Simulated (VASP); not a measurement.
Runs of VASP 6.6.1 on Be2Se. The structure is that of space group P6/mmm (No. 191), or close to it. The cells are those of the table. 

```csv
task,cell,k mesh,cutoff (eV),gap on the mesh (eV),pressure (GPa),relaxed volume (Å³/atom)
single point,"a = 3.663, b = 3.663, c = 3.434 Å, angles 90.0, 90.0, 120.0°, 3 atoms",12 × 12 × 14,520,none,0.1,-
single point,"a = 4.384, b = 4.384, c = 2.606 Å, angles 90.0, 90.0, 120.0°, 3 atoms",6 × 6 × 6,520,none,(a),-
single point,"a = 3.662, b = 3.662, c = 3.438 Å, angles 90.0, 90.0, 120.0°, 3 atoms",12 × 12 × 18,520,none,0.1,-
relaxation of cell and atoms,"relaxed from a = 4.384, b = 4.384, c = 2.606 Å, angles 90.0, 90.0, 120.0°, 3 atoms",12 × 12 × 18,600,none,0.1,13.30
relaxation of cell and atoms,"relaxed from a = 3.662, b = 3.662, c = 3.438 Å, angles 90.0, 90.0, 120.0°, 3 atoms",12 × 12 × 14,600,none,0.0,13.32
```

Alike in all rows: level PBE; potentials or basis VASP PAW PBE potentials, release 64 (Be, Se); no spin polarisation; smearing gaussian 0.1 eV.

**Question.** Fill in the values left out.

**Answer.** (a) -2.0.

Caveats: some runs use coarse meshes; a cell axis changed by over 15 % at a fixed basis, so the end point is rough (at least some runs).

A k mesh can miss the band edges, and the runs leave out spin-orbit coupling on Se.

A gap of «none» marks levels without a gap at the run's occupations.
